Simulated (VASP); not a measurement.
A run of VASP 6.6.1 is set up as follows.

The input POSCAR:

```
C
1.0
   -2.4291088790      2.4291088790      2.4291088790
    2.4291088790     -2.4291088790      2.4291088790
    2.4291088790      2.4291088790     -2.4291088790
C
8
Direct
    0.3254551601      0.0000000000      0.0000000000
    0.6745448399      0.6745448399      0.6745448399
    0.0000000000      0.3254551601      0.0000000000
    0.0000000000      0.0000000000      0.3254551601
    0.0000000000      0.6745448399      0.0000000000
    0.3254551601      0.3254551601      0.3254551601
    0.6745448399      0.0000000000      0.0000000000
    0.0000000000      0.0000000000      0.6745448399
```

File INCAR.step1:

```
  ALGO = Normal
  EDIFF = 1E-4
  ENCUT = 520
  GGA = PE
  ISMEAR = 0
  LASPH = True
  LCHARG = False
  LREAL = False
  LWAVE = True
  NBANDS = 26
  NELM = 60
  PREC = Accurate
  SIGMA = 0.05
```

INCAR.step2

```
  ALGO = Normal
  EDIFF = 1E-7
  ENCUT = 520
  ISIF = 2
  ISMEAR = 0
  ISTART = 1
  LASPH = True
  LCHARG = False
  LMIXTAU = True
  LREAL = False
  LWAVE = False
  METAGGA = R2SCAN
  NBANDS = 26
  NELM = 60
  PREC = Accurate
  SIGMA = 0.05
```

KPOINTS

```
k-points
0
Gamma
  6 6 6
```

Potentials or basis: VASP PAW PBE potentials, release 64 (C).

Command:

```sh
$ cat potpaw_PBE.64/C/POTCAR > POTCAR
$ cp INCAR.step1 INCAR
$ mpirun -np 1 vasp_std > vasp.out
$ cp INCAR.step2 INCAR
$ mpirun -np 1 vasp_std > vasp.out
```

Problem. Predict the largest force.

Solution. 0.050 eV/Å.

Problem. What does it give for the pressure?

Solution. 0.9 GPa.

Problem. What does it give for the band gap on the k mesh?

Solution. 3.06 eV, indirect (least direct gap 4.12 eV).

Forces on the atoms (eV/Å):
```
C   -0.029  0.029  0.029
C   -0.029 -0.029 -0.029
C    0.029 -0.029  0.029
C    0.029  0.029 -0.029
C   -0.029  0.029 -0.029
C    0.029  0.029  0.029
C    0.029 -0.029 -0.029
C   -0.029 -0.029  0.029
```

Caveat: the PAW data sets were made with another functional, which shifts forces and pressure a little. r2SCAN opens gaps a little over a GGA but as a rule still falls short of measured ones.
